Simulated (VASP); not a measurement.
# BaZrO3 (P1) in VASP: single point with r2SCAN

Aim: the single point of BaZrO3 with r2SCAN.

Everything below comes from runs of VASP 6.6.1. Logs are shortened: lines on timing, memory, paths and dates and some standing lists are left out, and cuts for length are marked.

## Step 1: The cell of the first run

The typed cell holds 5 atoms: a = 4.146 Å, b = 4.254 Å, c = 4.188 Å, α = 90.13°, β = 89.80°, γ = 88.60°.

## Step 2: Single point, r2SCAN (atoms moved at random and the cell strained at random)

POSCAR

```
BaZrO3
1.0
    4.1461568928      0.0514738452      0.0073822683
    0.0514738452      4.2534634379     -0.0047121087
    0.0073822683     -0.0047121087      4.1879671851
Ba Zr O
1 1 3
Direct
    0.0143537811      0.0021223960      0.0056776420
    0.4865171914      0.5086301790      0.5008293492
   -0.0054203830      0.5008172591      0.5041901280
    0.5021104174      0.4921682450     -0.0018941244
    0.5024389930     -0.0037380791      0.4911970051
```

INCAR.step1

```
SYSTEM = BaZrO3
ALGO = Normal
EDIFF = 1E-4
ENCUT = 520
GGA = PE
ISMEAR = 0
LASPH = .TRUE.
LCHARG = .FALSE.
LREAL = .FALSE.
LWAVE = .TRUE.
NBANDS = 28
NELM = 100
PREC = Accurate
SIGMA = 0.05
```

INCAR.step2

```
SYSTEM = BaZrO3
ALGO = Normal
EDIFF = 1E-6
ENCUT = 520
ISIF = 2
ISMEAR = 0
ISTART = 1
LASPH = .TRUE.
LCHARG = .FALSE.
LMIXTAU = .TRUE.
LREAL = .FALSE.
LWAVE = .FALSE.
METAGGA = R2SCAN
NBANDS = 28
NELM = 100
PREC = Accurate
SIGMA = 0.05
```

KPOINTS

```
k-points
0
G
  6 6 6
  0 0 0
```

Potentials or basis: VASP PAW PBE potentials, release 64 (Ba_sv, Zr_sv, O).

Launch:

```bash
cat potpaw_PBE.64/Ba_sv/POTCAR potpaw_PBE.64/Zr_sv/POTCAR potpaw_PBE.64/O/POTCAR > POTCAR
cp INCAR.step1 INCAR
mpirun -np 1 vasp_std > vasp.out
cp INCAR.step2 INCAR
mpirun -np 1 vasp_std > vasp.out
```

OUTCAR:

```text
SYSTEM = BaZrO3
   EDIFF = 1E-6
   ENCUT = 520
   ISIF = 2
   ISMEAR = 0
   ISTART = 1
   LASPH = .TRUE.
   LREAL = .FALSE.
   METAGGA = R2SCAN
   NELM = 100
   PREC = Accurate

 ion  position               nearest neighbor table
   1  0.014  0.002  0.006-   5 2.87   4 2.93   5 2.93   4 2.94   4 2.94   5 2.95   3 2.97   3 2.99
                             3 2.99   3 2.99   5 3.03   4 3.07   2 3.52   2 3.53   2 3.60   2 3.63
   2  0.487  0.509  0.501-   3 2.04   5 2.08   4 2.09   3 2.11   4 2.11   5 2.18   1 3.52   1 3.53
                             1 3.60   1 3.63   1 3.67   1 3.70   1 3.70   1 3.73
   3  0.995  0.501  0.504-   2 2.04   2 2.11   1 2.97   1 2.99   1 2.99   1 2.99
   4  0.502  0.492  0.998-   2 2.09   2 2.11   1 2.93   1 2.94   1 2.94   1 3.07
   5  0.502  0.996  0.491-   2 2.08   2 2.18   1 2.87   1 2.93   1 2.95   1 3.03

  LATTYP: Found a triclinic cell.
 ALAT       =     4.1464829717
 B/A-ratio  =     1.4500729711
 C/A-ratio  =     1.0100068832
 COS(alpha) =     0.0008691154
 COS(beta)  =     0.0035289879
 COS(gamma) =     0.7069609705

  Lattice vectors:

 A1 = (   4.1461568928,   0.0514738452,   0.0073822683)
 A2 = (   4.1976307380,   4.3049372831,   0.0026701596)
 A3 = (   0.0073822683,  -0.0047121087,   4.1879671851)

Analysis of symmetry for initial positions (statically):
=====================================================================
 Subroutine PRICEL returns:
 Original cell was already a primitive cell.

 Routine SETGRP: Setting up the symmetry group for a
 triclinic supercell.

 Subroutine GETGRP returns: Found  1 space group operations
 (whereof  1 operations were pure point group operations)
 out of a pool of  2 trial point group operations.

The static configuration has the point symmetry C_1 .

Analysis of symmetry for dynamics (positions and initial velocities):
=====================================================================
 Subroutine PRICEL returns:
 Original cell was already a primitive cell.

 Routine SETGRP: Setting up the symmetry group for a
 triclinic supercell.

 Subroutine GETGRP returns: Found  1 space group operations
 (whereof  1 operations were pure point group operations)
 out of a pool of  2 trial point group operations.

The dynamic configuration has the point symmetry C_1 .

 Subroutine INISYM returns: Found  1 space group operations
 (whereof  1 operations are pure point group operations),
 and found     1 'primitive' translations

----------------------------------------------------------------------------------------

                                     Primitive cell

  volume of cell :      73.8456

  direct lattice vectors                    reciprocal lattice vectors
     4.146156893  0.051473845  0.007382268     0.241224217 -0.002919681 -0.000428499
     0.051473845  4.253463438 -0.004712109    -0.002919681  0.235138158  0.000269713
     0.007382268 -0.004712109  4.187967185    -0.000428499  0.000269713  0.238780389

  length of vectors
     4.146482972  4.253777495  4.187976342     0.241242266  0.235156439  0.238780926

  position of ions in fractional coordinates (direct lattice)
     0.014353781  0.002122396  0.005677642
     0.486517191  0.508630179  0.500829349
     0.994579617  0.500817259  0.504190128
     0.502110417  0.492168245  0.998105876
     0.502438993  0.996261921  0.491197005

  ion indices of the primitive-cell ions
   primitive index   ion index
                 1           1
                 2           2
                 3           3
                 4           4
                 5           5

----------------------------------------------------------------------------------------

 KPOINTS: k-points

Automatic generation of k-mesh.
 Grid dimensions read from file:
 generate k-points for:    6    6    6

 Generating k-lattice:

  Cartesian coordinates                     Fractional coordinates (reciprocal lattice)
     0.040204036 -0.000486614 -0.000071416     0.166666667 -0.000000000  0.000000000
    -0.000486614  0.039189693  0.000044952     0.000000000  0.166666667 -0.000000000
    -0.000071416  0.000044952  0.039796732     0.000000000 -0.000000000  0.166666667

  Length of vectors
     0.040207044  0.039192740  0.039796821

  Shift w.r.t. Gamma in fractional coordinates (k-lattice)
     0.000000000  0.000000000  0.000000000

 Subroutine IBZKPT returns following result:
 ===========================================

 Found    112 irreducible k-points:

 Following reciprocal coordinates:
            Coordinates               Weight
  0.000000  0.000000  0.000000      1.000000
  0.166667  0.000000  0.000000      2.000000
  0.333333 -0.000000  0.000000      2.000000
  0.500000  0.000000  0.000000      1.000000
  0.000000  0.166667  0.000000      2.000000
  0.166667  0.166667  0.000000      2.000000
[... 16 lines left out ...]
  0.333333  0.000000  0.166667      2.000000
  0.500000  0.000000  0.166667      2.000000
 [... further k-points ...]
   k-points           NKPTS =    112   k-points in BZ     NKDIM =    112   number of bands    NBANDS=     28
   number of dos      NEDOS =    301   number of ions     NIONS =      5
   total plane-waves  NPLWV =  32768
   dimension x,y,z NGX =    32 NGY =   32 NGZ =   32
   dimension x,y,z NGXF=    64 NGYF=   64 NGZF=   64
   ions per type =               1   1   3
   NGX,Y,Z   is equivalent  to a cutoff of  12.83, 12.51, 12.70 a.u.
   NGXF,Y,Z  is equivalent  to a cutoff of  25.66, 25.01, 25.41 a.u.
 SYSTEM =  BaZrO3
   PREC   = accura    normal or accurate (medium, high low for compatibility)
   ISTART =      1    job   : 0-new  1-cont  2-samecut
   ICHARG =      0    charge: 1-file 2-atom 10-const
   ISPIN  =      1    spin polarized calculation?
   LNONCOLLINEAR =      F non collinear calculations
   LSORBIT =      F    spin-orbit coupling
   LASPH  =      T    aspherical Exc in radial PAW
   ENCUT  =  520.0 eV  38.22 Ry    6.18 a.u.   7.71  7.91  7.79*2*pi/ulx,y,z
   NELM   =    100;   NELMIN=  2; NELMDL=  0     # of ELM steps
   EDIFF  = 0.1E-05   stopping-criterion for ELM
   LREAL  =      F    real-space projection
   EDIFFG = 0.1E-04   stopping-criterion for IOM
   NSW    =      0    number of steps for IOM
   IBRION =     -1    ionic relax: 0-MD 1-quasi-New 2-CG
   NFREE  =      0    steps in history (QN), initial steepest desc. (CG)
   ISIF   =      2    stress and relaxation
   ISYM   =      2    0-nonsym 1-usesym 2-fastsym
   POTIM  = 0.5000    time-step for ionic-motion
   TEBEG  =    0.0;   TEEND  =   0.0 temperature during run
   PSTRESS=    0.0 pullay stress
   NELECT =      40.0000    total number of electrons
   NUPDOWN=      -1.0000    fix difference up-down
   EMIN   =  10.00;   EMAX   =-10.00  energy-range for DOS
   EFERMI =   0.00;   METHOD = LEGACY
   ISMEAR =     0;   SIGMA  =   0.05  broadening in eV -4-tet -1-fermi 0-gaus
   EFERMI_NEDOS =   21; number of points for ismear=-14 and -15
   IALGO  =     38    algorithm
   IMIX   =      4    mixing-type and parameters
     AMIX     =   0.40;   BMIX     =  1.00
     AMIX_MAG =   1.60;   BMIX_MAG =  1.00
  volume/ion in A,a.u.               =      14.77        99.67
  Fermi-wavevector in a.u.,A,eV,Ry     =   1.334504  2.521848 24.230640  1.780902
  Thomas-Fermi vector in A             =   2.463281
   LORBIT       =      0    0 simple, 1 ext, 2 COOP (PROOUT), +10 PAW based schemes
   METAGGA = R2SCAN    functional components
   LHFCALC =     F    Hartree Fock is set to
   AEXX    =    0.0000 exact exchange contribution
   IVDW    =     0    specifies the selected vdW correction
   LEPSILON=     F    determine dielectric tensor
   LRPA    =     F    only Hartree local field effects (RPA)
 non-spin polarized calculation
 Gauss-broadening in eV      SIGMA  =   0.05
  energy-cutoff  :      520.00
  volume of cell :       73.85
 maximum number of plane-waves:      2006
   NGX = 15   NGY = 15   NGZ = 15

 number of electron      40.0000003 magnetization

 Free energy of the ion-electron system (eV)
  ---------------------------------------------------
  ext. energy  EPLUGINS =         0.00000000
  ---------------------------------------------------
  free energy    TOTEN  =       -85.02062425 eV

  energy without entropy =      -85.02062425  energy(sigma->0) =      -85.02062425

 E-fermi :   3.8155     XC(G=0): -11.3729

 val. band max:        3.4879021368   @ k =   0.5000   0.5000   0.5000
 cond. band min:       7.1319414998   @ k =   0.0000   0.0000   0.0000
 fundamental gap:      3.6440393630
 Fermi energy:         3.8155179241

 k-point     1 :       0.0000    0.0000    0.0000
  band No.  band energies     occupation
      1     -45.0561      2.00000
      2     -22.5724      2.00000
      3     -22.5039      2.00000
      4     -22.4965      2.00000
      5     -22.4865      2.00000
      6     -13.9015      2.00000
[... 20 lines left out ...]
     27      11.3111      0.00000
     28      11.5905      0.00000

 k-point     2 :       0.1667    0.0000    0.0000
  band No.  band energies     occupation
      1     -45.0550      2.00000
      2     -22.6978      2.00000
      3     -22.4965      2.00000
      4     -22.4907      2.00000
      5     -22.4365      2.00000
      6     -13.8511      2.00000
[... 20 lines left out ...]
     27      11.3402      0.00000
     28      12.2510      0.00000

 k-point     3 :       0.3333   -0.0000    0.0000
  band No.  band energies     occupation
      1     -45.0527      2.00000
      2     -22.8740      2.00000
      3     -22.4923      2.00000
      4     -22.4864      2.00000
      5     -22.3846      2.00000
      6     -13.9426      2.00000
[... 20 lines left out ...]
     27      11.6687      0.00000
     28      12.0342      0.00000

 k-point     4 :       0.5000    0.0000    0.0000
  band No.  band energies     occupation
      1     -45.0516      2.00000
      2     -22.9526      2.00000
      3     -22.4903      2.00000
      4     -22.4843      2.00000
      5     -22.3641      2.00000
      6     -13.9996      2.00000
[... 578 lines left out ...]
     27      11.8619      0.00000
     28      12.2113      0.00000

 k-point    23 :       0.3333    0.0000    0.1667
  band No.  band energies     occupation
      1     -45.0518      2.00000
      2     -22.8515      2.00000
      3     -22.5833      2.00000
      4     -22.4845      2.00000
      5     -22.3802      2.00000
      6     -13.7980      2.00000
[... 20 lines left out ...]
     27      11.9190      0.00000
     28      12.2260      0.00000

 k-point    24 :       0.5000    0.0000    0.1667
  band No.  band energies     occupation
      1     -45.0507      2.00000
      2     -22.9274      2.00000
      3     -22.5682      2.00000
      4     -22.4826      2.00000
      5     -22.3779      2.00000
      6     -13.8402      2.00000
[... 20 lines left out ...]
     27      11.8088      0.00000
     28      12.3118      0.00000

 [... further k-points ...]

------------------------ aborting loop because EDIFF is reached ----------------------------------------

  FORCE on cell =-STRESS in cart. coord.  units (eV):
  Direction    XX          YY          ZZ          XY          YZ          ZX
  --------------------------------------------------------------------------------------
  -------------------------------------------------------------------------------------
  Total        2.5178465     -0.2170715      1.2433381     -1.0522006      0.0865923     -0.0908325
  in kB       54.6280015     -4.7096524     26.9758601    -22.8288805      1.8787347     -1.9707309
  external PRESSURE =      25.6314031 kB  Pullay stress =       0.0000000 kB

 VOLUME and BASIS-vectors are now :
 -----------------------------------------------------------------------------
  energy-cutoff  :      520.00
  volume of cell :       73.85
      direct lattice vectors                 reciprocal lattice vectors
     4.146156893  0.051473845  0.007382268     0.241224217 -0.002919681 -0.000428499
     0.051473845  4.253463438 -0.004712109    -0.002919681  0.235138158  0.000269713
     0.007382268 -0.004712109  4.187967185    -0.000428499  0.000269713  0.238780389

 POSITION                                       TOTAL-FORCE (eV/Angst)
 -----------------------------------------------------------------------------------
      0.05966      0.00974      0.02387        -0.479561      0.137448     -0.093858
      2.04706      2.18612      2.09865         0.708190     -0.317394     -0.016843
      4.15318      2.17903      2.11651         0.103602     -0.047486     -0.065349
      2.11453      2.11456      4.18142        -0.153752      0.040442      0.089144
      2.13810      4.26111      2.05613        -0.178479      0.186989      0.086906
 -----------------------------------------------------------------------------------
    total drift:                                0.000353     -0.000701     -0.001051

  FREE ENERGIE OF THE ION-ELECTRON SYSTEM (eV)
  ---------------------------------------------------
  free  energy   TOTEN  =       -85.0206242492 eV

  energy  without entropy=      -85.0206242492  energy(sigma->0) =      -85.02062425
```

Wall time 7.4 min (1 thread of Intel Xeon Platinum 8259CL at 2.50GHz (Skylake/Cascade Lake), shared host); peak memory 0.35 GiB.

Results:

```yaml
Free_energy: -85.0206 eV
Pressure: 2.6 GPa
Largest_force: 0.776 eV/Å
Band_gap_on_the_k_mesh: 3.64 eV (least direct gap 3.89 eV)
```

Forces on the atoms (eV/Å):
```
Ba  -0.480  0.137 -0.094
Zr   0.708 -0.317 -0.017
O    0.104 -0.047 -0.065
O   -0.154  0.040  0.089
O   -0.178  0.187  0.087
```

Caveat: the cell differs from its parent crystal (atoms moved at random and the cell strained at random); the PAW data sets were made with another functional, which shifts forces and pressure a little; spin-orbit coupling is left out, which moves the levels of the heavy elements. A k mesh can miss the band edges.
